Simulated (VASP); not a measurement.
# Lu (R-3m) in VASP: single point with PBEsol

Aim: the single point of Lu with PBEsol.

Everything below comes from runs of VASP 6.6.1. Logs are shortened: lines on timing, memory, paths and dates and some standing lists are left out, and cuts for length are marked.

## Step 1: The cell of the first run

Symmetry: R-3m, No. 166, trigonal system. Conventional cell: a = 3.347 Å, b = 3.347 Å, c = 18.483 Å, α = 90.00°, β = 90.00°, γ = 120.00°. Lu (site symmetry -3m) has 6 Lu at 3.35 Å within 4.4 Å.

## Step 2: Single point, PBEsol

INCAR

```
  ALGO = Normal
  EDIFF = 1E-6
  ENCUT = 520
  GGA = PS
  ISIF = 2
  ISMEAR = -1
  LASPH = True
  LCHARG = False
  LREAL = False
  LWAVE = False
  NBANDS = 18
  NELM = 60
  PREC = Accurate
  SIGMA = 0.3
```

KPOINTS

```
k-points
0
Gamma
  6 6 6
```

POSCAR

```
Lu
1.0
    1.6737430000      0.9663360000      6.1610520000
   -1.6737430000      0.9663360000      6.1610520000
    0.0000000000     -1.9326720000      6.1610520000
Lu
1
Direct
    0.5000000000      0.5000000000      0.5000000000
```

Potentials or basis: VASP PAW PBE potentials, release 64 (Lu).

Command:

```bash
$ cat potpaw_PBE.64/Lu/POTCAR > POTCAR
$ mpirun -np 1 vasp_std > vasp.out
```

OUTCAR:

```text
EDIFF = 1E-6
   ENCUT = 520
   GGA = PS
   ISIF = 2
   ISMEAR = -1
   LASPH = True
   LREAL = False
   NELM = 60
   PREC = Accurate

 ion  position               nearest neighbor table
   1  0.500  0.500  0.500-

  LATTYP: Found a trigonal (rhomboedric) cell.
 ALAT       =     6.4570722965
 COS(alpha) =     0.8656194967

  Lattice vectors:

 A1 = (   1.6737430000,   0.9663360000,   6.1610520000)
 A2 = (  -1.6737430000,   0.9663360000,   6.1610520000)
 A3 = (   0.0000000000,  -1.9326720000,   6.1610520000)

Analysis of symmetry for initial positions (statically):
=====================================================================
 Subroutine PRICEL returns:
 Original cell was already a primitive cell.

 Routine SETGRP: Setting up the symmetry group for a
 trigonal (rhombohedral) supercell.

 Subroutine GETGRP returns: Found 12 space group operations
 (whereof 12 operations were pure point group operations)
 out of a pool of 12 trial point group operations.

The static configuration has the point symmetry D_3d.

Analysis of symmetry for dynamics (positions and initial velocities):
=====================================================================
 Subroutine PRICEL returns:
 Original cell was already a primitive cell.

 Routine SETGRP: Setting up the symmetry group for a
 trigonal (rhombohedral) supercell.

 Subroutine GETGRP returns: Found 12 space group operations
 (whereof 12 operations were pure point group operations)
 out of a pool of 12 trial point group operations.

The dynamic configuration has the point symmetry D_3d.

 Subroutine INISYM returns: Found 12 space group operations
 (whereof 12 operations are pure point group operations),
 and found     1 'primitive' translations

----------------------------------------------------------------------------------------

                                     Primitive cell

  volume of cell :      59.7892

  direct lattice vectors                    reciprocal lattice vectors
     1.673743000  0.966336000  6.161052000     0.298731645  0.172472791  0.054103314
    -1.673743000  0.966336000  6.161052000    -0.298731645  0.172472791  0.054103314
     0.000000000 -1.932672000  6.161052000     0.000000000 -0.344945581  0.054103314

  length of vectors
     6.457072296  6.457072296  6.457072309     0.349162753  0.349162753  0.349162745

  position of ions in fractional coordinates (direct lattice)
     0.500000000  0.500000000  0.500000000

  ion indices of the primitive-cell ions
   primitive index   ion index
                 1           1

----------------------------------------------------------------------------------------

 KPOINTS: k-points

Automatic generation of k-mesh.
 Grid dimensions read from file:
 generate k-points for:    6    6    6

 Generating k-lattice:

  Cartesian coordinates                     Fractional coordinates (reciprocal lattice)
     0.049788608  0.028745465  0.009017219     0.166666667 -0.000000000  0.000000000
    -0.049788608  0.028745465  0.009017219    -0.000000000  0.166666667  0.000000000
     0.000000000 -0.057490930  0.009017219     0.000000000  0.000000000  0.166666667

  Length of vectors
     0.058193792  0.058193792  0.058193791

  Shift w.r.t. Gamma in fractional coordinates (k-lattice)
     0.000000000  0.000000000  0.000000000

 Subroutine IBZKPT returns following result:
 ===========================================

 Found     32 irreducible k-points:

 Following reciprocal coordinates:
            Coordinates               Weight
  0.000000  0.000000  0.000000      1.000000
  0.166667  0.000000  0.000000      6.000000
  0.333333  0.000000  0.000000      6.000000
  0.500000  0.000000  0.000000      3.000000
  0.166667  0.166667  0.000000      6.000000
  0.333333  0.166667  0.000000     12.000000
[... 16 lines left out ...]
  0.500000  0.500000  0.166667      6.000000
 -0.333333  0.500000  0.166667     12.000000
 [... further k-points ...]
   k-points           NKPTS =     32   k-points in BZ     NKDIM =     32   number of bands    NBANDS=     18
   number of dos      NEDOS =    301   number of ions     NIONS =      1
   total plane-waves  NPLWV = 110592
   dimension x,y,z NGX =    48 NGY =   48 NGZ =   48
   dimension x,y,z NGXF=    96 NGYF=   96 NGZF=   96
   ions per type =               1
   NGX,Y,Z   is equivalent  to a cutoff of  12.36, 12.36, 12.36 a.u.
   NGXF,Y,Z  is equivalent  to a cutoff of  24.72, 24.72, 24.72 a.u.
 SYSTEM =  unknown system
   PREC   = accura    normal or accurate (medium, high low for compatibility)
   ISTART =      0    job   : 0-new  1-cont  2-samecut
   ICHARG =      2    charge: 1-file 2-atom 10-const
   ISPIN  =      1    spin polarized calculation?
   LNONCOLLINEAR =      F non collinear calculations
   LSORBIT =      F    spin-orbit coupling
   LASPH  =      T    aspherical Exc in radial PAW
   ENCUT  =  520.0 eV  38.22 Ry    6.18 a.u.  12.01 12.01 12.01*2*pi/ulx,y,z
   NELM   =     60;   NELMIN=  2; NELMDL= -5     # of ELM steps
   EDIFF  = 0.1E-05   stopping-criterion for ELM
   LREAL  =      F    real-space projection
[... 7 lines left out ...]
   TEBEG  =    0.0;   TEEND  =   0.0 temperature during run
   PSTRESS=    0.0 pullay stress
   NELECT =      25.0000    total number of electrons
   NUPDOWN=      -1.0000    fix difference up-down
   EMIN   =  10.00;   EMAX   =-10.00  energy-range for DOS
   EFERMI =   0.00;   METHOD = LEGACY
   ISMEAR =    -1;   SIGMA  =   0.30  broadening in eV -4-tet -1-fermi 0-gaus
   EFERMI_NEDOS =   21; number of points for ismear=-14 and -15
   IALGO  =     38    algorithm
   IMIX   =      4    mixing-type and parameters
     AMIX     =   0.40;   BMIX     =  1.00
     AMIX_MAG =   1.60;   BMIX_MAG =  1.00
  volume/ion in A,a.u.               =      59.79       403.48
  Fermi-wavevector in a.u.,A,eV,Ry     =   1.224185  2.313375 20.390093  1.498630
  Thomas-Fermi vector in A             =   2.359269
   LORBIT       =      0    0 simple, 1 ext, 2 COOP (PROOUT), +10 PAW based schemes
   GGA     = PS    functional components
   LHFCALC =     F    Hartree Fock is set to
   AEXX    =    0.0000 exact exchange contribution
   IVDW    =     0    specifies the selected vdW correction
   LEPSILON=     F    determine dielectric tensor
   LRPA    =     F    only Hartree local field effects (RPA)
 non-spin polarized calculation
  energy-cutoff  :      520.00
  volume of cell :       59.79
 maximum number of plane-waves:      1632
   NGX = 23   NGY = 23   NGZ = 23

 number of electron      25.0000005 magnetization

 Free energy of the ion-electron system (eV)
  ---------------------------------------------------
  ext. energy  EPLUGINS =         0.00000000
  ---------------------------------------------------
  free energy    TOTEN  =        -3.67045105 eV

  energy without entropy =       -3.03916741  energy(sigma->0) =       -3.35480923

 E-fermi :  -0.5009     XC(G=0):  -7.2390

 val. band max:       -0.5274441811   @ k =   0.5000   0.0000   0.0000
 cond. band min:      -0.4769164783   @ k =   0.3333   0.3333   0.0000
 fundamental gap:      0.0505277028
 Fermi energy:        -0.5009311590

 k-point     1 :       0.0000    0.0000    0.0000
  band No.  band energies     occupation
      1     -57.4644      2.00000
      2     -28.2763      2.00000
      3     -27.7765      2.00000
      4     -27.7765      2.00000
      5      -6.1783      2.00000
      6      -6.1343      2.00000
[... 10 lines left out ...]
     17       4.0996      0.00000
     18       4.0997      0.00000

 k-point     2 :       0.1667    0.0000    0.0000
  band No.  band energies     occupation
      1     -57.4571      2.00000
      2     -28.2592      2.00000
      3     -27.9047      2.00000
      4     -27.8062      2.00000
      5      -6.1694      2.00000
      6      -6.1324      2.00000
[... 10 lines left out ...]
     17       3.8336      0.00000
     18       4.1960      0.00000

 k-point     3 :       0.3333    0.0000    0.0000
  band No.  band energies     occupation
      1     -57.4424      2.00000
      2     -28.2248      2.00000
      3     -28.1521      2.00000
      4     -27.8650      2.00000
      5      -6.1556      2.00000
      6      -6.1551      2.00000
[... 10 lines left out ...]
     17       4.2797      0.00000
     18       4.3004      0.00000

 k-point     4 :       0.5000    0.0000    0.0000
  band No.  band energies     occupation
      1     -57.4351      2.00000
      2     -28.2717      2.00000
      3     -28.2074      2.00000
      4     -27.8941      2.00000
      5      -6.1643      2.00000
      6      -6.1526      2.00000
[... 10 lines left out ...]
     17       4.4191      0.00000
     18       5.9530      0.00000

 k-point     5 :       0.1667    0.1667    0.0000
  band No.  band energies     occupation
      1     -57.4571      2.00000
      2     -28.2592      2.00000
      3     -27.9047      2.00000
      4     -27.8062      2.00000
      5      -6.1694      2.00000
      6      -6.1324      2.00000
[... 10 lines left out ...]
     17       3.8399      0.00000
     18       4.0237      0.00000

 k-point     6 :       0.3333    0.1667    0.0000
  band No.  band energies     occupation
      1     -57.4461      2.00000
      2     -28.2334      2.00000
      3     -28.0677      2.00000
      4     -27.8751      2.00000
      5      -6.1559      2.00000
      6      -6.1479      2.00000
[... 10 lines left out ...]
     17       3.8274      0.00000
     18       4.1769      0.00000

 k-point     7 :       0.5000    0.1667    0.0000
  band No.  band energies     occupation
      1     -57.4351      2.00000
      2     -28.2097      2.00000
      3     -28.2075      2.00000
      4     -27.9601      2.00000
      5      -6.1586      2.00000
      6      -6.1444      2.00000
[... 10 lines left out ...]
     17       4.6156      0.00000
     18       5.7907      0.00000

 k-point     8 :      -0.3333    0.1667   -0.0000
  band No.  band energies     occupation
      1     -57.4351      2.00000
      2     -28.2097      2.00000
      3     -28.2075      2.00000
      4     -27.9601      2.00000
      5      -6.1586      2.00000
      6      -6.1444      2.00000
[... 10 lines left out ...]
     17       5.0665      0.00000
     18       5.7928      0.00000
[... 229 lines left out ...]
     17       3.5377      0.00000
     18       3.8455      0.00000

 k-point    20 :       0.5000    0.3333    0.1667
  band No.  band energies     occupation
      1     -57.4461      2.00000
      2     -28.2334      2.00000
      3     -28.0677      2.00000
      4     -27.8751      2.00000
      5      -6.1559      2.00000
      6      -6.1479      2.00000
[... 10 lines left out ...]
     17       3.4742      0.00000
     18       3.8368      0.00000

 k-point    21 :      -0.3333    0.3333    0.1667
  band No.  band energies     occupation
      1     -57.4351      2.00000
      2     -28.2097      2.00000
      3     -28.2075      2.00000
      4     -27.9601      2.00000
      5      -6.1585      2.00000
      6      -6.1444      2.00000
[... 10 lines left out ...]
     17       4.2769      0.00000
     18       5.6054      0.00000

 k-point    22 :      -0.1667    0.3333    0.1667
  band No.  band energies     occupation
      1     -57.4351      2.00000
      2     -28.2097      2.00000
      3     -28.2075      2.00000
      4     -27.9601      2.00000
      5      -6.1586      2.00000
      6      -6.1444      2.00000
[... 10 lines left out ...]
     17       5.0421      0.00000
     18       5.6054      0.00000

 k-point    23 :       0.5000    0.5000    0.1667
  band No.  band energies     occupation
      1     -57.4424      2.00000
      2     -28.2248      2.00000
      3     -28.1521      2.00000
      4     -27.8650      2.00000
      5      -6.1555      2.00000
      6      -6.1550      2.00000
[... 10 lines left out ...]
     17       3.3817      0.00000
     18       4.2967      0.00000

 k-point    24 :      -0.3333    0.5000    0.1667
  band No.  band energies     occupation
      1     -57.4351      2.00000
      2     -28.2097      2.00000
      3     -28.2075      2.00000
      4     -27.9601      2.00000
      5      -6.1585      2.00000
      6      -6.1443      2.00000
[... 10 lines left out ...]
     17       4.1468      0.00000
     18       5.7158      0.00000

 [... further k-points ...]
[... 5 lines left out ...]
  --------------------------------------------------------------------------------------
  -------------------------------------------------------------------------------------
  Total       -0.2867976     -0.2867976     -0.6896979      0.0000000     -0.0000000      0.0000000
  in kB       -7.6853384     -7.6853388    -18.4818908      0.0000000     -0.0000000      0.0000000
  external PRESSURE =     -11.2841893 kB  Pullay stress =       0.0000000 kB

 VOLUME and BASIS-vectors are now :
 -----------------------------------------------------------------------------
  energy-cutoff  :      520.00
  volume of cell :       59.79
      direct lattice vectors                 reciprocal lattice vectors
     1.673743000  0.966336000  6.161052000     0.298731645  0.172472791  0.054103314
    -1.673743000  0.966336000  6.161052000    -0.298731645  0.172472791  0.054103314
     0.000000000 -1.932672000  6.161052000     0.000000000 -0.344945581  0.054103314

 POSITION                                       TOTAL-FORCE (eV/Angst)
 -----------------------------------------------------------------------------------
      0.00000      0.00000      9.24158         0.000000      0.000000      0.000000
 -----------------------------------------------------------------------------------
    total drift:                                0.000000      0.000000     -0.000000

  FREE ENERGIE OF THE ION-ELECTRON SYSTEM (eV)
  ---------------------------------------------------
  free  energy   TOTEN  =        -3.6704510533 eV

  energy  without entropy=       -3.0391674081  energy(sigma->0) =       -3.35480923
```

It took 1.9 min on 1 thread of Intel Xeon 8259CL, shared host; peak memory 0.34 GiB.

What came out:

```yaml
Free_energy: -3.6705 eV
Pressure: -1.1 GPa
Band_gap_on_the_k_mesh: zero (an odd number of electrons rules out a gap without spin polarisation)
```

Stress tensor (GPa, compression positive):
```
-0.77  0.00  0.00
 0.00 -0.77  0.00
 0.00  0.00 -1.85
```

Caveat: the k points lie up to 0.37 Å⁻¹ apart, too coarse for converged energies and pressures of a metal; so wide a smearing shifts energies and pressures; the PAW data sets were made with another functional, which shifts forces and pressure a little; spin-orbit coupling is left out, which moves the levels of the heavy elements.
